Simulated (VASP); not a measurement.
Set up this calculation in VASP 6.6.1, as the native input.

| Quantity | Value |
| --- | --- |
| Task | single point |
| Functional | LDA |
| Potentials or basis | VASP PAW LDA potentials, release 64 (Pd) |
| Cutoff | 520 eV |
| k mesh | 18 × 18 × 18 |
| Occupations | fermi-dirac, width 0.05 eV |
| Spin | no spin polarisation |
| Dipole correction | no |
| Further INCAR settings | ALGO = Normal; EDIFF = 1e-07; NBANDS = 11 |

The structure of Pd lies in POSCAR:

```
Pd
1.0
    0.0000000000      1.9643490000      1.9449000000
    1.9643490000      0.0000000000      1.9449000000
    1.9643490000      1.9643490000      0.0000000000
Pd
1
Direct
    0.0000000000      0.0000000000      0.0000000000
```

This cell differs from its parent crystal: equal xx and yy strain of +1 %.

The input as run:

INCAR

```
PREC = Accurate
ENCUT = 520
EDIFF = 1E-7
ISMEAR = -1
SIGMA = 0.05
LREAL = False
LASPH = True
NELM = 100
ALGO = Normal
ISIF = 2
LWAVE = False
LCHARG = True
LELF = True
LVHAR = True
NBANDS = 11
```

KPOINTS

```
regular mesh
0
Gamma
  18 18 18
```

Potentials or basis: VASP PAW LDA potentials, release 64 (Pd).

The run is started by

```console
$ cat potpaw_LDA.64/Pd/POTCAR > POTCAR
$ mpirun -np 1 vasp_std > vasp.out
```

It gave:

The pressure is -11.2 GPa. The band gap on the k mesh is zero (bands 5 and 6 overlap by 1.53 eV).

Caveat: the cell differs from its parent crystal (equal xx and yy strain of +1 %); the cell stands under tension.

Wall time 79 s on 1 thread of Intel Xeon 8259CL (shared host), peak memory 0.2 GiB.
